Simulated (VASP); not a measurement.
Input of a VASP 6.6.1 run:

POSCAR

```
NiO2
1.0
    2.7287113306      0.0000000000      0.0000000000
   -1.3643556653      2.3631333319      0.0000000000
    0.0000000000      0.0000000000     10.6095728518
Ni O
2 4
Direct
    0.0000000000      0.0000000000      0.0000000000
    0.0000000000      0.0000000000      0.5000000000
    0.6666666667      0.3333333333      0.0915931262
    0.6666666667      0.3333333333      0.4084068738
    0.3333333333      0.6666666667      0.9084068738
    0.3333333333      0.6666666667      0.5915931262
```

File INCAR.step1:

```
SYSTEM = NiO2
  ALGO = Normal
  EDIFF = 1E-4
  ENCUT = 520
  GGA = PE
  ISMEAR = 0
  LASPH = .True.
  LCHARG = .False.
  LREAL = .False.
  LWAVE = .True.
  NBANDS = 31
  NELM = 80
  PREC = Accurate
  SIGMA = 0.05
```

INCAR.step2

```
SYSTEM = NiO2
  ALGO = Normal
  EDIFF = 1E-7
  ENCUT = 520
  ISIF = 2
  ISMEAR = 0
  ISTART = 1
  LASPH = .True.
  LCHARG = .False.
  LMIXTAU = .True.
  LREAL = .False.
  LWAVE = .False.
  METAGGA = R2SCAN
  NBANDS = 31
  NELM = 80
  PREC = Accurate
  SIGMA = 0.05
```

File KPOINTS:

```
k-points
0
Gamma
  12 12 4
  0 0 0
```

Potentials or basis: VASP PAW PBE potentials, release 64 (Ni, O).

Command:

```bash
$ cat potpaw_PBE.64/Ni/POTCAR potpaw_PBE.64/O/POTCAR > POTCAR
$ cp INCAR.step1 INCAR
$ mpirun -np 1 vasp_std > vasp.out
$ cp INCAR.step2 INCAR
$ mpirun -np 1 vasp_std > vasp.out
```

Predict the pressure.

4.2 GPa.

Estimate the largest force.

0.101 eV/Å.

Stress tensor (GPa, compression positive):
```
 7.00  0.00  0.00
 0.00  7.00  0.00
 0.00  0.00 -1.34
```

Caveat: the stress differs along the axes, from -1 to 7 GPa; the PAW data sets were made with another functional, which shifts forces and pressure a little; the run has no spin polarisation, though such a crystal can be magnetic. Spin polarisation is off, so any magnetic state and its effect on volume and gap are missing.
